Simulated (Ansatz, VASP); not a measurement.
**One calculation of Hf4N, two programs**

```
Hf N
1.0
     5.13852    0.00000    0.00802
     0.00000    3.21285    0.00000
     0.00882    0.00000    5.65648
Hf N
4 1
Direct
  0.24663 0.50000 0.84151
  0.75337 0.50000 0.15849
  0.74327 0.00000 0.67190
  0.25673 0.00000 0.32810
  0.00000 0.00000 0.00000
```

Alike in both runs: functional PBE; k mesh 3 × 5 × 3; occupations gaussian, width 0.2 eV; no spin polarisation.

Ansatz relaxed the structure, and its values are those at the end. VASP's run is a single point on that final structure, the one shown.

|  | VASP | Ansatz |
| --- | --- | --- |
| version | VASP 6.6.1 | Ansatz 0.2.0 |
| potentials or method | VASP PAW PBE potentials, release 64 (Hf_pv, N), cutoff 520 eV | scalar-relativistic, plane waves, PAW |
| valence electrons in the cell | 45 | 109 |

VASP gave:

```
gap on the k mesh at the Fermi level (eV) : none
pressure (GPa)                            : -0.8
rms of the force components (eV/Å)        : 0.036
```

Task: Which values does Ansatz return?

Result: gap on the k mesh at the Fermi level (eV): none; pressure (GPa): 0.0; rms of the force components (eV/Å): 0.009.

A gap of «none» marks a metal or a gap that the smearing closes. With one functional, cell and mesh, what is left measures potentials, basis and numerics. VASP's potentials hold 45 valence electrons a cell and Ansatz's 109, so a difference there can come from the potentials and not from the codes.

The k mesh is coarse, so the values compare programs but aren't converged. Neither program's run includes spin-orbit coupling.
